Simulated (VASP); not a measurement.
Wanted: the native input for a VASP 6.6.1 run.

- Task: single point
- Functional: r2SCAN
- Potentials or basis: VASP PAW PBE potentials, release 64 (Nb_sv)
- Cutoff: 520 eV
- k mesh: 18 × 18 × 18
- Occupations: gaussian, width 0.05 eV
- Spin: no spin polarisation
- Dipole correction: no
- Further INCAR settings: ALGO = Normal; EDIFF = 1e-06; NBANDS = 12

The system is Nb.

```
CELL_PARAMETERS angstrom
0.00000 2.10636 2.10636
2.10636 0.00000 2.10636
2.10636 2.10636 0.00000
ATOMIC_POSITIONS crystal
Nb 0.00000 0.00000 0.00000
```

The input as run:

POSCAR

```
Nb
1.0
    0.0000000000      2.1063621474      2.1063621474
    2.1063621474      0.0000000000      2.1063621474
    2.1063621474      2.1063621474      0.0000000000
Nb
1
Direct
    0.0000000000      0.0000000000      0.0000000000
```

INCAR.step1

```
SYSTEM = Nb
PREC = Accurate ; ENCUT = 520
ISMEAR = 0 ; SIGMA = 0.05
LREAL = .FALSE. ; LASPH = .TRUE.
NELM = 60 ; NBANDS = 12
GGA = PE ; ALGO = Normal
EDIFF = 1E-4 ; LWAVE = .TRUE.
LCHARG = .FALSE.
```

INCAR.step2

```
SYSTEM = Nb
PREC = Accurate ; ENCUT = 520
EDIFF = 1E-6 ; ISMEAR = 0
SIGMA = 0.05 ; LREAL = .FALSE.
LASPH = .TRUE. ; NELM = 60
ALGO = Normal ; ISIF = 2
LWAVE = .FALSE. ; LCHARG = .FALSE.
METAGGA = R2SCAN ; LMIXTAU = .TRUE.
NBANDS = 12 ; ISTART = 1
```

KPOINTS

```
regular mesh
0
G
  18 18 18
  0 0 0
```

Potentials or basis: VASP PAW PBE potentials, release 64 (Nb_sv).

Command:

```bash
$ cat potpaw_PBE.64/Nb_sv/POTCAR > POTCAR
$ cp INCAR.step1 INCAR
$ mpirun -np 1 vasp_std > vasp.out
$ cp INCAR.step2 INCAR
$ mpirun -np 1 vasp_std > vasp.out
```

Results of the run:

The pressure is -0.2 GPa.

Caveat: the PAW data sets were made with another functional, which shifts forces and pressure a little.

It took 90 s on 1 thread of Intel Xeon 6975P-C, on a shared host, peak memory 0.18 GiB.
